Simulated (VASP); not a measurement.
A run of VASP 6.6.1 is set up as follows.

The input INCAR:

```
SYSTEM = Rb3Ag
ALGO = Normal
EDIFF = 1E-6
ENCUT = 520
GGA = PE
ISIF = 2
ISMEAR = 0
LASPH = .True.
LCHARG = .True.
LELF = .True.
LREAL = .False.
LVHAR = .True.
LWAVE = .False.
NBANDS = 27
NELM = 80
PREC = Accurate
SIGMA = 0.1
```

The input KPOINTS:

```
k-points
0
Gamma
  4 4 4
  0 0 0
```

Contents of POSCAR:

```
Rb3Ag
1.0
   -2.9463240440      2.9463240440      6.5813991633
    2.9463240440     -2.9463240440      6.5813991633
    2.9463240440      2.9463240440     -6.5813991633
Rb Ag
3 1
Direct
    0.5000000000      0.5000000000      0.0000000000
    0.2500000000      0.7500000000      0.5000000000
    0.7500000000      0.2500000000      0.5000000000
    0.0000000000      0.0000000000      0.0000000000
```

Potentials or basis: VASP PAW PBE potentials, release 64 (Rb_sv, Ag).

Launch:

```sh
$ cat potpaw_PBE.64/Rb_sv/POTCAR potpaw_PBE.64/Ag/POTCAR > POTCAR
$ mpirun -np 1 vasp_std > vasp.out
```

Q: What does it give for the pressure?

A: 0.0 GPa.

Q: What does it give for the band gap on the k mesh?

A: Zero (band 19 reaches 1.29 eV, above the bottom of band 20 at 0.96 eV).

Stress tensor (GPa, compression positive):
```
 0.13  0.00  0.00
 0.00  0.13  0.00
 0.00  0.00 -0.16
```

Caveat: the k points lie up to 0.38 Å⁻¹ apart.
